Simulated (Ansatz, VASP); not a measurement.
InP in VASP and in Ansatz

```xyz
2
Lattice="0.0000 2.7720 2.7720 2.7720 0.0000 2.7720 2.7720 2.7720 0.0000" Properties=species:S:1:pos:R:3 pbc="T T T"
In    0.0000    0.0000    0.0000
P     2.7720    2.7720    2.7720
```

Alike in both runs: functional PBE; k mesh 14 × 14 × 14; occupations fermi-dirac, width 0.15 eV; no spin polarisation.

Ansatz relaxed the structure, and its values are those at the end. VASP's run is a single point on that final structure, the one shown.

|  | VASP | Ansatz |
| --- | --- | --- |
| version | VASP 6.6.1 | Ansatz 0.2.0 |
| potentials or method | VASP PAW PBE potentials, release 64 (In_d, P), cutoff 520 eV | scalar-relativistic, plane waves, PAW |
| valence electrons in the cell | 18 | 18 |

```tsv
	VASP	Ansatz	Ansatz less VASP
gap on the k mesh at the Fermi level (eV)	none	none	-
pressure (GPa)	0.0	0.0	+0.03
```

A gap of «none» marks a metal or a gap that the smearing closes.
